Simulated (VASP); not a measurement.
# HfNbTe4 (P-6m2) in VASP: notebook, part 2 of 2

VASP 6.6.1. Earlier steps stand in the parts before.

## (3) Single point, PBE

This run uses another cell than the first one, of 28.51 Å³/atom.

INCAR reads:

```
SYSTEM = HfNbTe4
PREC = Accurate
ENCUT = 500
EDIFF = 1E-6
ISMEAR = 0
SIGMA = 0.1
LREAL = .False.
LASPH = .True.
NELM = 120
ALGO = Normal
ISIF = 2
LWAVE = .False.
LCHARG = .True.
GGA = PE
LELF = .True.
LVHAR = .True.
NBANDS = 32
GGA_COMPAT = .False.
```

KPOINTS reads:

```
Automatic mesh
0
Gamma
  3 3 4
  0 0 0
```

POSCAR reads:

```
HfNbTe4
1.0
    6.3059718700      0.0000000000      0.0000000000
   -3.1529859300      5.4611318300      0.0000000000
    0.0000000000      0.0000000000      4.9675743100
Hf Nb Te
1 1 4
Direct
    0.0000000000      0.0000000000      0.0000000000
    0.3333333300      0.6666666700      0.0000000000
    0.6666666700      0.3333333300      0.0000000000
    0.0045345200      0.5022672600      0.5000000000
    0.4977327400      0.5022672600      0.5000000000
    0.4977327400      0.9954654800      0.5000000000
```

Potentials or basis: VASP PAW PBE potentials, release 64 (Hf_pv, Nb_sv, Te).

The run is started by

```
> cat potpaw_PBE.64/Hf_pv/POTCAR potpaw_PBE.64/Nb_sv/POTCAR potpaw_PBE.64/Te/POTCAR > POTCAR
> mpirun -np 1 vasp_std > vasp.out
```

OUTCAR:

```text
SYSTEM = HfNbTe4
   PREC = Accurate
   ENCUT = 500
   EDIFF = 1E-6
   ISMEAR = 0
   LREAL = .False.
   LASPH = .True.
   NELM = 120
   ISIF = 2
   GGA = PE

 ion  position               nearest neighbor table
   1  0.000  0.000  0.000-   3 3.64   3 3.64   3 3.64
   2  0.333  0.667  0.000-   6 3.06   6 3.06   4 3.06   4 3.06   5 3.06   5 3.06
   3  0.667  0.333  0.000-   6 3.09   6 3.09   4 3.09   4 3.09   5 3.09   5 3.09   1 3.64   1 3.64
                             1 3.64
   4  0.005  0.502  0.500-   2 3.06   2 3.06   3 3.09   3 3.09   6 3.11   5 3.11   6 3.20   5 3.20

   5  0.498  0.502  0.500-   2 3.06   2 3.06   3 3.09   3 3.09   6 3.11   4 3.11   6 3.20   4 3.20

   6  0.498  0.995  0.500-   2 3.06   2 3.06   3 3.09   3 3.09   5 3.11   4 3.11   5 3.20   4 3.20

  LATTYP: Found a hexagonal cell.
 ALAT       =     6.3059718700
 C/A-ratio  =     0.7877571312

  Lattice vectors:

 A1 = (   6.3059718700,   0.0000000000,   0.0000000000)
 A2 = (  -3.1529859300,   5.4611318300,   0.0000000000)
 A3 = (   0.0000000000,   0.0000000000,   4.9675743100)

Analysis of symmetry for initial positions (statically):
=====================================================================
 Subroutine PRICEL returns:
 Original cell was already a primitive cell.

 Routine SETGRP: Setting up the symmetry group for a
 hexagonal supercell.

 Subroutine GETGRP returns: Found 12 space group operations
 (whereof 12 operations were pure point group operations)
 out of a pool of 24 trial point group operations.

The static configuration has the point symmetry D_3h.

Analysis of symmetry for dynamics (positions and initial velocities):
=====================================================================
 Subroutine PRICEL returns:
 Original cell was already a primitive cell.
[... 118 lines left out ...]
   IMIX   =      4    mixing-type and parameters
     AMIX     =   0.40;   BMIX     =  1.00
     AMIX_MAG =   1.60;   BMIX_MAG =  1.00
  volume/ion in A,a.u.               =      28.51       192.41
  Fermi-wavevector in a.u.,A,eV,Ry     =   1.064260  2.011160 15.410632  1.132649
  Thomas-Fermi vector in A             =   2.199773
   LORBIT       =      0    0 simple, 1 ext, 2 COOP (PROOUT), +10 PAW based schemes
   GGA     = PE    functional components
   LHFCALC =     F    Hartree Fock is set to
   AEXX    =    0.0000 exact exchange contribution
   IVDW    =     0    specifies the selected vdW correction
   LEPSILON=     F    determine dielectric tensor
   LRPA    =     F    only Hartree local field effects (RPA)
 non-spin polarized calculation
 Gauss-broadening in eV      SIGMA  =   0.10
  energy-cutoff  :      500.00
  volume of cell :      171.07
 maximum number of plane-waves:      4387
 NGX is ok and might be reduce to    48
   NGX = 23   NGY = 23   NGZ = 19

 number of electron      46.9999994 magnetization

 Free energy of the ion-electron system (eV)
  ---------------------------------------------------
  ext. energy  EPLUGINS =         0.00000000
  ---------------------------------------------------
  free energy    TOTEN  =       -27.84131081 eV

  energy without entropy =      -27.79026162  energy(sigma->0) =      -27.81578621

 E-fermi :   7.3002     XC(G=0): -10.0359

 val. band max:        7.2950752906   @ k =   0.0000   0.0000   0.0000
 cond. band min:       7.3544487628   @ k =   0.3333   0.0000   0.5000
 fundamental gap:      0.0593734722
 Fermi energy:         7.3001631437

 k-point     1 :       0.0000    0.0000    0.0000
  band No.  band energies     occupation
      1     -48.1339      2.00000
      2     -25.5620      2.00000
      3     -25.3197      2.00000
      4     -25.3197      2.00000
      5     -24.1725      2.00000
      6     -24.1559      2.00000
[... 304 lines left out ...]
     31       9.2874      0.00000
     32       9.5379      0.00000

------------------------ aborting loop because EDIFF is reached ----------------------------------------

  FORCE on cell =-STRESS in cart. coord.  units (eV):
  Direction    XX          YY          ZZ          XY          YZ          ZX
  --------------------------------------------------------------------------------------
  -------------------------------------------------------------------------------------
  Total       -2.8828889     -2.8828889     -1.6212207     -0.0000000     -0.0000000      0.0000000
  in kB      -26.9997302    -26.9997301    -15.1835617     -0.0000000     -0.0000000      0.0000000
  external PRESSURE =     -23.0610073 kB  Pullay stress =       0.0000000 kB

 VOLUME and BASIS-vectors are now :
 -----------------------------------------------------------------------------
  energy-cutoff  :      500.00
  volume of cell :      171.07
      direct lattice vectors                 reciprocal lattice vectors
     6.305971870  0.000000000  0.000000000     0.158579838  0.091556112  0.000000000
    -3.152985930  5.461131830  0.000000000     0.000000000  0.183112225  0.000000000
     0.000000000  0.000000000  4.967574310     0.000000000  0.000000000  0.201305494

 POSITION                                       TOTAL-FORCE (eV/Angst)
 -----------------------------------------------------------------------------------
      0.00000      0.00000      0.00000         0.000000      0.000000     -0.000000
     -0.00000      3.64075      0.00000         0.000000      0.000000     -0.000000
      3.15299      1.82038      0.00000         0.000000     -0.000000     -0.000000
     -1.55505      2.74295      2.48379         1.089689      0.629132      0.000000
      1.55505      2.74295      2.48379        -1.089689      0.629132      0.000000
      0.00000      5.43637      2.48379        -0.000000     -1.258264     -0.000000
 -----------------------------------------------------------------------------------
    total drift:                                0.000058     -0.000033     -0.000000

  FREE ENERGIE OF THE ION-ELECTRON SYSTEM (eV)
  ---------------------------------------------------
  free  energy   TOTEN  =       -27.8413108058 eV

  energy  without entropy=      -27.7902616179  energy(sigma->0) =      -27.81578621
```

Run time: 3 min. Hardware: 1 thread of Intel Xeon 8259CL, shared host; peak memory 0.29 GiB.

Results:

```
Free energy            : -27.8413 eV
Pressure               : -2.3 GPa
Largest force          : 1.258 eV/Å
Band gap on the k mesh : zero (an odd number of electrons rules out a gap without spin polarisation)
```

Forces in eV/Å, atoms in the order of the input:
```
Hf   0.000  0.000  0.000
Nb   0.000  0.000  0.000
Te   0.000  0.000  0.000
Te   1.090  0.629  0.000
Te  -1.090  0.629  0.000
Te   0.000 -1.258  0.000
```

Stress tensor (GPa, compression positive):
```
-2.70  0.00  0.00
 0.00 -2.70  0.00
 0.00  0.00 -1.52
```

Levels at points of the mesh, in eV from the Fermi level:
```tsv
k point	band 20	band 21	band 22	band 23	band 24	band 25	band 26	band 27	band 28	band 29
(0.00, 0.00, 0.00)	-2.11	-0.47	-0.36	-0.01	-0.01	0.11	0.11	1.33	1.38	1.38
(0.00, 0.00, 0.50)	-0.78	0.05	0.32	0.32	0.47	0.47	0.73	1.11	1.23	1.23
```

Caveat: the k points lie up to 0.38 Å⁻¹ apart, too coarse for converged energies and pressures of a metal; spin-orbit coupling is left out, which moves the levels of the heavy elements; an odd number of electrons without spin polarisation forces a metal; a magnetic or distorted state may lie lower.

The gap in the log of VASP goes by the Fermi energy; the results here count the filled bands.